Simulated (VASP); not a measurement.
Wanted: the native input for a VASP 6.6.1 run.

```yaml
Task: single point
Functional: r2SCAN
Potentials_or_basis: VASP PAW PBE potentials, release 64 (Fe)
Cutoff: 520 eV
k_mesh: 14 × 14 × 14
Occupations: fermi-dirac, width 0.1 eV
Spin: collinear spin, ferromagnetic start
Starting_moments: "[1.23] μB"
Fixed_moment: 1.23 μB
Dipole_correction: no
Further_INCAR_settings: ALGO = Normal; EDIFF = 1e-07; NBANDS = 14
```

Crystal: Fe.

```
Fe
1.0
    -1.46400    1.46400    1.46400
     1.46400   -1.46400    1.46400
     1.46400    1.46400   -1.46400
Fe
1
Direct
  0.00000 0.00000 0.00000
```

These files were run (other wordings do the same):

POSCAR

```
Fe
1.0
   -1.4640000000      1.4640000000      1.4640000000
    1.4640000000     -1.4640000000      1.4640000000
    1.4640000000      1.4640000000     -1.4640000000
Fe
1
Direct
    0.0000000000      0.0000000000      0.0000000000
```

INCAR.step1

```
PREC = Accurate ; ENCUT = 520
ISMEAR = -1 ; SIGMA = 0.1
LREAL = False ; LASPH = True
NELM = 150 ; ISPIN = 2
MAGMOM = 1.23 ; NUPDOWN = 1.23
LMAXMIX = 4 ; NBANDS = 14
GGA = PE ; ALGO = Normal
EDIFF = 1E-4 ; LWAVE = True
LCHARG = False
```

INCAR.step2

```
PREC = Accurate ; ENCUT = 520
EDIFF = 1E-7 ; ISMEAR = -1
SIGMA = 0.1 ; LREAL = False
LASPH = True ; NELM = 150
ALGO = Normal ; ISIF = 2
LWAVE = False ; LCHARG = True
ISPIN = 2 ; MAGMOM = 1.23
LORBIT = 11 ; NUPDOWN = 1.23
LMAXMIX = 4 ; METAGGA = R2SCAN
LMIXTAU = True ; LELF = True
LVHAR = True ; NBANDS = 14
ISTART = 1
```

KPOINTS

```
regular mesh
0
Gamma
  14 14 14
```

Potentials or basis: VASP PAW PBE potentials, release 64 (Fe).

Run with:

```bash
$ cat potpaw_PBE.64/Fe/POTCAR > POTCAR
$ cp INCAR.step1 INCAR
$ mpirun -np 1 vasp_std > vasp.out
$ cp INCAR.step2 INCAR
$ mpirun -np 1 vasp_std > vasp.out
```

Results of the run:

```yaml
Pressure: -29.1 GPa
Net_moment: 1.23 μB per cell
Site_moments: Fe +1.31 μB
Valence_electrons_inside_the_program's_atomic_spheres: Fe 7.09
```

Caveat: the PAW data sets were made with another functional, which shifts forces and pressure a little; the total moment is fixed, so each spin has its own Fermi level.

Run time: 85 s on 1 thread of AMD EPYC 9R45 (Zen 5), with other jobs on the host, peak memory 0.12 GiB.
